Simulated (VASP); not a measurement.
Set up this calculation in VASP 6.6.1, as the native input.

```
Task                   : single point
Functional             : PBE exchange alone
Potentials or basis    : VASP PAW PBE potentials, release 64 (C)
Cutoff                 : 520 eV
k mesh                 : 12 × 12 × 4
Occupations            : fermi-dirac, width 0.05 eV
Spin                   : no spin polarisation
Dipole correction      : no
Further INCAR settings : ALGO = Normal; EDIFF = 1e-06; NBANDS = 26
```

The structure of C lies in POSCAR:

```
C
1.0
    2.4706141248      0.0000000000      0.0000000000
   -1.2353070624      2.1396145950      0.0000000000
    0.0000000000      0.0000000000      8.0689487361
C
8
Direct
    0.6666666667      0.3333333333      0.8437500000
    0.3333333333      0.6666666667      0.3437500000
    0.6666666667      0.3333333333      0.6562500000
    0.3333333333      0.6666666667      0.1562500000
    0.0000000000      0.0000000000      0.9062500000
    0.0000000000      0.0000000000      0.4062500000
    0.0000000000      0.0000000000      0.5937500000
    0.0000000000      0.0000000000      0.0937500000
```

One way to write it, as run:

INCAR

```
PREC     = Accurate       # precision mode
ENCUT    = 520            # plane-wave cutoff, eV
EDIFF    = 1E-6           # SCF threshold, eV
ISMEAR   = -1             # smearing method
SIGMA    = 0.05           # smearing width, eV
LREAL    = F              # projectors in reciprocal space
LASPH    = T              # aspherical terms in the spheres
NELM     = 80             # most SCF steps
ALGO     = Normal         # electronic algorithm
ISIF     = 2              # what is computed and relaxed
LWAVE    = F              # write WAVECAR
LCHARG   = T              # write CHGCAR
GGA      = PE             # functional
ALDAC    = 0.0          
AGGAC    = 0.0          
LELF     = T              # ELF
LVHAR    = T            
NBANDS   = 26             # bands
```

KPOINTS

```
Automatic mesh
0
Gamma
  12 12 4
```

Potentials or basis: VASP PAW PBE potentials, release 64 (C).

The run is started by

```bash
$ cat potpaw_PBE.64/C/POTCAR > POTCAR
$ mpirun -np 1 vasp_std > vasp.out
```

It gave:

```yaml
Pressure: 65.8 GPa
Largest_force: 0.388 eV/Å
Band_gap_on_the_k_mesh: 4.94 eV (least direct gap 5.47 eV)
```

Caveat: the stress differs along the axes, from 61 to 76 GPa.

It took 34 s on 1 thread of Intel(R) Xeon(R) Platinum 8559C (Emerald Rapids), with other jobs on the host, peak memory 0.16 GiB.
